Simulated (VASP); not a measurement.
Input of a VASP 6.6.1 run:

File INCAR:

```
PREC = Accurate
ENCUT = 520
EDIFF = 1E-7
ISMEAR = 0
SIGMA = 0.02
LREAL = False
LASPH = True
NELM = 100
ALGO = Normal
ISIF = 2
LWAVE = False
LCHARG = True
GGA = PE
IVDW = 12
LELF = True
LVHAR = True
NBANDS = 35
```

File KPOINTS:

```
Automatic mesh
0
Gamma
  12 12 2
```

File POSCAR:

```
WSe2
1.0
    3.1314837531      0.0000000000      0.0000000000
   -1.5657418766      2.7119444817      0.0000000000
    0.0000000000      0.0000000000     12.2171462894
W Se
2 4
Direct
    0.6666666667      0.3333333333      0.2500000000
    0.3333333333      0.6666666667      0.7500000000
    0.3333333333      0.6666666667      0.3909344501
    0.6666666667      0.3333333333      0.8909344501
    0.3333333333      0.6666666667      0.1090655499
    0.6666666667      0.3333333333      0.6090655499
```

Potentials or basis: VASP PAW PBE potentials, release 64 (W_sv, Se).

Launch:

```console
$ cat potpaw_PBE.64/W_sv/POTCAR potpaw_PBE.64/Se/POTCAR > POTCAR
$ mpirun -np 1 vasp_std > vasp.out
```

(1) Predict the dispersion energy per atom.

(2) What does it give for the band gap on the k mesh?

(3) Predict the pressure.

(4) Estimate the largest force.

Results:

(1) -0.549 eV.

(2) 0.58 eV, indirect (least direct gap 1.19 eV).

(3) 13.5 GPa.

(4) 0.059 eV/Å.

Caveat: the cell differs from its parent crystal (equal strain along all axes, cell held: -4.5 %, then relaxed in part); spin-orbit coupling is left out, which moves the levels of the heavy elements.
